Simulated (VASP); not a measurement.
# Cu: single point with PBE

The system is Cu.

```
Cu
1.0
     0.00000    1.85269    1.76231
     1.85269    0.00000    1.76231
     1.85269    1.85269    0.00000
Cu
1
Direct
  0.00000 0.00000 0.00000
```

This cell differs from its parent crystal: strain +0.025 along x and y, -0.025 along z.

```
Program                : VASP 6.6.1
Task                   : single point
Functional             : PBE
Potentials or basis    : VASP PAW PBE potentials, release 64 (Cu)
Cutoff                 : 520 eV
k mesh                 : 22 × 22 × 22
Occupations            : gaussian, width 0.15 eV
Spin                   : no spin polarisation
Dipole correction      : no
Further INCAR settings : ALGO = Fast; EDIFF = 1e-07; NBANDS = 12
```

```json
{
 "Pressure": "-1.1 GPa",
 "Band gap on the k mesh": "zero (an odd number of electrons rules out a gap without spin polarisation)"
}
```

Stress tensor (GPa, compression positive):
```
-1.87  0.00  0.00
 0.00 -1.87  0.00
 0.00  0.00  0.45
```

Levels at points of the mesh, in eV from the Fermi level:
```tsv
k point	band 4	band 5	band 6	band 7	band 8	band 9
(0.00, 0.00, 0.00)	-2.80	-2.28	-2.06	22.45	24.83	24.83
(0.50, 0.00, 0.00)	-1.67	-1.57	-0.92	3.65	20.44	20.91
(0.50, 0.50, 0.00)	-1.47	-1.47	2.25	7.83	12.13	12.13
(0.50, 0.00, 0.50)	-1.56	-1.41	1.18	6.52	13.27	13.36
```

It took 82 s on 1 thread of AMD EPYC 9R45 96-Core Processor (Zen 5), with other jobs on the host, peak memory 0.19 GiB.

Caveat: the cell differs from its parent crystal (strain +0.025 along x and y, -0.025 along z).
